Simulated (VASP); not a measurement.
# SiC in VASP: a series of runs, part 2 of 2

VASP 6.6.1. The steps go on from the part before.

### 3 Relaxation of the atoms, PBE (shear of c along a, cell held: +4.0 %)

File INCAR:

```
PREC = Accurate
ENCUT = 520
EDIFF = 1E-7
ISMEAR = 0
SIGMA = 0.02
LREAL = False
LASPH = True
NELM = 80
ALGO = Normal
ISIF = 2
LWAVE = False
LCHARG = False
GGA = PE
IBRION = 2
NSW = 60
EDIFFG = -0.008
```

File KPOINTS:

```
Automatic mesh
0
Gamma
  12 12 6
```

File POSCAR:

```
SiC
1.0
    3.0919365174      0.0000000000      0.0000000000
   -1.5459682587      2.6776955709      0.0000000000
    0.2029716916      0.0000000000      5.0742922898
Si C
2 2
Direct
    0.3323770383      0.6666211424      0.4996029074
    0.6657558959      0.3333788576      0.9996029074
    0.3343444705      0.6668218752      0.8753970926
    0.6675225953      0.3331781248      0.3753970926
```

Potentials or basis: VASP PAW PBE potentials, release 64 (Si, C).

Started as:

```
$ cat potpaw_PBE.64/Si/POTCAR potpaw_PBE.64/C/POTCAR > POTCAR
$ mpirun -np 1 vasp_std > vasp.out
```

OUTCAR:

```text
PREC = Accurate
   ENCUT = 520
   EDIFF = 1E-7
   ISMEAR = 0
   LREAL = False
   LASPH = True
   NELM = 80
   ISIF = 2
   GGA = PE
   IBRION = 2
   NSW = 60
   EDIFFG = -0.008

 ion  position               nearest neighbor table
   1  0.332  0.667  0.500-   4 1.88   4 1.89   3 1.91   4 1.91   2 3.05   2 3.05   2 3.10   2 3.10

   2  0.666  0.333  1.000-   3 1.88   3 1.89   4 1.91   3 1.91   1 3.05   1 3.05   1 3.10   1 3.10

   3  0.334  0.667  0.875-   2 1.88   2 1.89   1 1.91   2 1.91
   4  0.668  0.333  0.375-   1 1.88   1 1.89   2 1.91   1 1.91

  LATTYP: Found a base centered monoclinic cell.
 ALAT       =     3.0919365174
 B/A-ratio  =     1.7320508075
 C/A-ratio  =     1.6424496663
 COS(beta)  =    -0.0399680384

  Lattice vectors:

 A1 = (  -1.5459682587,   2.6776955709,   0.0000000000)
 A2 = (  -1.5459682587,  -2.6776955709,   0.0000000000)
 A3 = (   0.2029716916,   0.0000000000,   5.0742922898)

Analysis of symmetry for initial positions (statically):
=====================================================================
 Subroutine PRICEL returns:
 Original cell was already a primitive cell.

 Routine SETGRP: Setting up the symmetry group for a
 base centered monoclinic supercell.

 Subroutine GETGRP returns: Found  2 space group operations
 (whereof  1 operations were pure point group operations)
 out of a pool of  4 trial point group operations.

The static configuration has the point symmetry C_1 .
 The point group associated with its full space group is C_1h.

Analysis of symmetry for dynamics (positions and initial velocities):
=====================================================================
 Subroutine PRICEL returns:
 Original cell was already a primitive cell.

 Routine SETGRP: Setting up the symmetry group for a
 base centered monoclinic supercell.

 Subroutine GETGRP returns: Found  2 space group operations
 (whereof  1 operations were pure point group operations)
 out of a pool of  4 trial point group operations.

The dynamic configuration has the point symmetry C_1 .
 The point group associated with its full space group is C_1h.

 Subroutine INISYM returns: Found  2 space group operations
 (whereof  1 operations are pure point group operations),
 and found     1 'primitive' translations

----------------------------------------------------------------------------------------

                                     Primitive cell

  volume of cell :      42.0114

  direct lattice vectors                    reciprocal lattice vectors
     3.091936517  0.000000000  0.000000000     0.323421905  0.186727724 -0.012936876
    -1.545968259  2.677695571  0.000000000     0.000000000  0.373455448  0.000000000
     0.202971692  0.000000000  5.074292290     0.000000000  0.000000000  0.197071817

  length of vectors
     3.091936517  3.091936517  5.078350101     0.373679454  0.373455448  0.197071817

  position of ions in fractional coordinates (direct lattice)
     0.332377038  0.666621142  0.499602907
     0.665755896  0.333378858  0.999602907
     0.334344470  0.666821875  0.875397093
     0.667522595  0.333178125  0.375397093

  ion indices of the primitive-cell ions
   primitive index   ion index
                 1           1
                 2           2
                 3           3
                 4           4
[... 64 lines left out ...]
   ISTART =      0    job   : 0-new  1-cont  2-samecut
   ICHARG =      2    charge: 1-file 2-atom 10-const
   ISPIN  =      1    spin polarized calculation?
   LNONCOLLINEAR =      F non collinear calculations
   LSORBIT =      F    spin-orbit coupling
   LASPH  =      T    aspherical Exc in radial PAW
   ENCUT  =  520.0 eV  38.22 Ry    6.18 a.u.   5.75  5.75  9.44*2*pi/ulx,y,z
   NELM   =     80;   NELMIN=  2; NELMDL= -5     # of ELM steps
   EDIFF  = 0.1E-06   stopping-criterion for ELM
   LREAL  =      F    real-space projection
   EDIFFG = -.8E-02   stopping-criterion for IOM
   NSW    =     60    number of steps for IOM
   IBRION =      2    ionic relax: 0-MD 1-quasi-New 2-CG
   NFREE  =      1    steps in history (QN), initial steepest desc. (CG)
   ISIF   =      2    stress and relaxation
   ISYM   =      2    0-nonsym 1-usesym 2-fastsym
   POTIM  = 0.5000    time-step for ionic-motion
   TEBEG  =    0.0;   TEEND  =   0.0 temperature during run
   PSTRESS=    0.0 pullay stress
   NELECT =      16.0000    total number of electrons
   NUPDOWN=      -1.0000    fix difference up-down
   EMIN   =  10.00;   EMAX   =-10.00  energy-range for DOS
   EFERMI =   0.00;   METHOD = LEGACY
   ISMEAR =     0;   SIGMA  =   0.02  broadening in eV -4-tet -1-fermi 0-gaus
   EFERMI_NEDOS =   21; number of points for ismear=-14 and -15
   IALGO  =     38    algorithm
   IMIX   =      4    mixing-type and parameters
     AMIX     =   0.40;   BMIX     =  1.00
     AMIX_MAG =   1.60;   BMIX_MAG =  1.00
  volume/ion in A,a.u.               =      10.50        70.88
  Fermi-wavevector in a.u.,A,eV,Ry     =   1.186658  2.242459 19.159157  1.408158
  Thomas-Fermi vector in A             =   2.322826
   LORBIT       =      0    0 simple, 1 ext, 2 COOP (PROOUT), +10 PAW based schemes
   GGA     = PE    functional components
   LHFCALC =     F    Hartree Fock is set to
   AEXX    =    0.0000 exact exchange contribution
   IVDW    =     0    specifies the selected vdW correction
   LEPSILON=     F    determine dielectric tensor
   LRPA    =     F    only Hartree local field effects (RPA)
 conjugate gradient relaxation of ions
 non-spin polarized calculation
 Gauss-broadening in eV      SIGMA  =   0.02
  energy-cutoff  :      520.00
  volume of cell :       42.01
 maximum number of plane-waves:      1144
   NGX = 11   NGY = 11   NGZ = 19

--------------------------------------- Ionic step        1  -------------------------------------------

 number of electron      16.0000000 magnetization

 Free energy of the ion-electron system (eV)
  ---------------------------------------------------
  ext. energy  EPLUGINS =         0.00000000
  ---------------------------------------------------
  free energy    TOTEN  =       -30.07792171 eV

  energy without entropy =      -30.07792171  energy(sigma->0) =      -30.07792171

------------------------ aborting loop because EDIFF is reached ----------------------------------------

  FORCE on cell =-STRESS in cart. coord.  units (eV):
  Direction    XX          YY          ZZ          XY          YZ          ZX
  --------------------------------------------------------------------------------------
  -------------------------------------------------------------------------------------
  Total       -0.0618659      0.0122956      0.0108249      0.0000000      0.0000000     -1.6467168
  in kB       -2.3593624      0.4689135      0.4128244      0.0000000      0.0000000    -62.8003770
  external PRESSURE =      -0.4925415 kB  Pullay stress =       0.0000000 kB
[... 63 lines left out ...]
--------------------------------------- Ionic step        3  -------------------------------------------

 number of electron      16.0000000 magnetization

 Free energy of the ion-electron system (eV)
  ---------------------------------------------------
  ext. energy  EPLUGINS =         0.00000000
  ---------------------------------------------------
  free energy    TOTEN  =       -30.07857134 eV

  energy without entropy =      -30.07857134  energy(sigma->0) =      -30.07857134

 E-fermi :   8.3009     XC(G=0): -11.2842

 val. band max:        8.1991210978   @ k =   0.0000   0.0000   0.0000
 cond. band min:      10.3963096080   @ k =   0.3333   0.3333  -0.0000
 fundamental gap:      2.1971885102
 Fermi energy:         8.3009154284

 k-point     1 :       0.0000    0.0000    0.0000
  band No.  band energies     occupation
      1      -7.3604      2.00000
      2      -3.8506      2.00000
      3      -0.5232      2.00000
      4       6.7741      2.00000
      5       6.7902      2.00000
      6       7.8680      2.00000
      7       8.0840      2.00000
      8       8.1991      2.00000
      9      12.7703      0.00000
     10      14.0540      0.00000
     11      14.6544      0.00000
     12      14.7036      0.00000
[... 331 lines left out ...]
 k-point    24 :       0.4167    0.1667    0.0000
  band No.  band energies     occupation
      1      -3.7723      2.00000
      2      -2.5610      2.00000
      3       0.6947      2.00000
      4       1.9654      2.00000
      5       2.7793      2.00000
      6       3.5076      2.00000
      7       4.7714      2.00000
      8       5.5790      2.00000
      9      11.2934      0.00000
     10      13.1912      0.00000
     11      15.5984      0.00000
     12      16.4130      0.00000

 [... further k-points ...]

------------------------ aborting loop because EDIFF is reached ----------------------------------------

  FORCE on cell =-STRESS in cart. coord.  units (eV):
  Direction    XX          YY          ZZ          XY          YZ          ZX
  --------------------------------------------------------------------------------------
  -------------------------------------------------------------------------------------
  Total       -0.1035413      0.0175352      0.0154344      0.0000000      0.0000000     -1.5812644
  in kB       -3.9487239      0.6687355      0.5886167      0.0000000      0.0000000    -60.3042355
  external PRESSURE =      -0.8971239 kB  Pullay stress =       0.0000000 kB
[... 19 lines left out ...]
  FREE ENERGIE OF THE ION-ELECTRON SYSTEM (eV)
  ---------------------------------------------------
  free  energy   TOTEN  =       -30.0785713394 eV

  energy  without entropy=      -30.0785713394  energy(sigma->0) =      -30.07857134

 reached required accuracy - stopping structural energy minimisation
```

CONTCAR:

```text
SiC
   1.00000000000000
     3.0919365174000002    0.0000000000000000    0.0000000000000000
    -1.5459682587000001    2.6776955709000001    0.0000000000000000
     0.2029716916000000    0.0000000000000000    5.0742922897999998
  Si              C
     2     2
Direct
     0.3315273097288335    0.6667830540209578    0.4996750115578589
     0.6647442557078685    0.3332169459790421    0.9996750115578590
     0.3353905000522751    0.6670525655412524    0.8753249884421410
     0.6683379345110229    0.3329474344587476    0.3753249884421411

  0.00000000E+00  0.00000000E+00  0.00000000E+00
  0.00000000E+00  0.00000000E+00  0.00000000E+00
  0.00000000E+00  0.00000000E+00  0.00000000E+00
  0.00000000E+00  0.00000000E+00  0.00000000E+00
```

Run time: 5.5 min. Hardware: 1 thread of Oxide Virtual Turin-like, shared host; peak memory 0.21 GiB.

Results:

| Item | Value |
| --- | --- |
| Free energy | -30.0786 eV |
| Energy gained by relaxing | 0.2 meV/atom |
| Ionic steps | 3 |
| Pressure after relaxing | -0.1 GPa |
| Largest force after relaxing | 0.005 eV/Å |
| Band gap on the k mesh | 2.20 eV (least direct gap 3.95 eV) |

Forces on the atoms (eV/Å):
```
Si   0.000 -0.005  0.000
Si   0.000  0.005  0.000
C    0.000  0.002  0.000
C    0.000 -0.002  0.000
```

Stress tensor (GPa, compression positive):
```
-0.39  0.00 -6.03
 0.00  0.07  0.00
-6.03  0.00  0.06
```

The path:
| step | energy change (eV) | largest force (eV/Å) | pressure (GPa) |
| --- | --- | --- | --- |
| 1 | 0.0000 | 0.1116 | -0.05 |
| 2 | -0.0002 | 0.0909 | -0.12 |
| 3 | -0.0006 | 0.0052 | -0.09 |

Final structure:
```
Si C
1.0
     3.09194    0.00000    0.00000
    -1.54597    2.67770    0.00000
     0.20297    0.00000    5.07429
Si C
2 2
Direct
  0.33153 0.66678 0.49967
  0.66474 0.33322 0.99967
  0.33539 0.66705 0.87533
  0.66834 0.33295 0.37533
```

Levels at points of the mesh, in eV from the valence-band top:
```csv
k point,band 6,band 7,band 8,band 9,band 10,band 11
"(0.00, 0.00, 0.00)",-0.33,-0.12,0.00,4.57,5.85,6.46
"(0.50, 0.00, 0.00)",-3.40,-3.34,-1.31,2.64,4.08,6.45
"(0.00, 0.50, 0.00)",-3.38,-3.37,-1.31,2.65,4.10,6.19
"(0.00, 0.00, 0.50)",-0.90,-0.74,-0.74,5.64,5.64,7.01
"(0.50, 0.00, 0.50)",-2.56,-2.50,-2.18,3.00,3.24,4.78
"(0.00, 0.50, 0.50)",-2.58,-2.37,-2.37,3.13,3.13,5.09
```

Caveat: the cell differs from its parent crystal (shear of c along a, cell held: +4.0 %).
